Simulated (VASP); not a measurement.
Wanted: the native input for a VASP 6.6.1 run.

| Quantity | Value |
| --- | --- |
| Task | relaxation of cell and atoms |
| Functional | PBE |
| Potentials or basis | VASP PAW PBE potentials, release 64 (Mg, B, Pd) |
| Cutoff | 600 eV |
| k mesh | 8 × 8 × 8 |
| Occupations | gaussian, width 0.1 eV |
| Spin | no spin polarisation |
| Dipole correction | no |
| Further INCAR settings | ALGO = Fast; EDIFF = 1e-06; IBRION = 2; EDIFFG = -0.01; NSW = 100; ISIF = 3 |

The structure of MgB3Pd3 lies in POSCAR:

```
MgB3Pd3
1.0
    4.6502235685      0.0000000000      0.0000000000
    0.0000000000      4.6502235685      0.0000000000
    0.0000000000      0.0000000000      4.6502235685
Mg B Pd
1 3 3
Direct
    0.5000000000      0.5000000000      0.5000000000
    0.0000000000      0.5000000000      0.0000000000
    0.5000000000      0.0000000000      0.0000000000
    0.0000000000      0.0000000000      0.5000000000
    0.0000000000      0.5000000000      0.5000000000
    0.5000000000      0.5000000000      0.0000000000
    0.5000000000      0.0000000000      0.5000000000
```

The cell was generated, and may not be a known phase.

The input as run:

INCAR

```
ALGO     = Fast           # electronic algorithm
EDIFF    = 1E-6           # SCF threshold, eV
EDIFFG   = -0.01          # ionic threshold
ENCUT    = 600            # plane-wave cutoff, eV
GGA      = PE             # functional
IBRION   = 2              # ionic algorithm
ISIF     = 3              # what is computed and relaxed
ISMEAR   = 0              # smearing method
LASPH    = True           # aspherical terms in the spheres
LCHARG   = False          # write CHGCAR
LREAL    = False          # projectors in reciprocal space
LWAVE    = False          # write WAVECAR
NELM     = 80             # most SCF steps
NSW      = 100            # ionic steps
PREC     = Accurate       # precision mode
SIGMA    = 0.1            # smearing width, eV
```

KPOINTS

```
k-points
0
Gamma
  8 8 8
```

Potentials or basis: VASP PAW PBE potentials, release 64 (Mg, B, Pd).

The run is started by

```bash
$ cat potpaw_PBE.64/Mg/POTCAR potpaw_PBE.64/B/POTCAR potpaw_PBE.64/Pd/POTCAR > POTCAR
$ mpirun -np 1 vasp_std > vasp.out
```

It gave:

```yaml
Relaxed_volume: 14.33 Å³/atom
Relaxed_cell: a = 4.646 Å, b = 4.646 Å, c = 4.646 Å, α = 90.00°, β = 90.00°, γ = 90.00°
Space_group_after_relaxing_to_0.1_Å: Pm-3m (No. 221)
Energy_gained_by_relaxing: 0.0 meV/atom
Ionic_steps: 3
Pressure_after_relaxing: 0.0 GPa
Band_gap_on_the_k_mesh: zero (an odd number of electrons rules out a gap without spin polarisation)
```

Caveat: an odd number of electrons without spin polarisation forces a metal; a magnetic or distorted state may lie lower.

Run time: 2.6 min on 1 thread of Intel(R) Xeon(R) Platinum 8559C (Emerald Rapids), with other jobs on the host, peak memory 0.32 GiB.
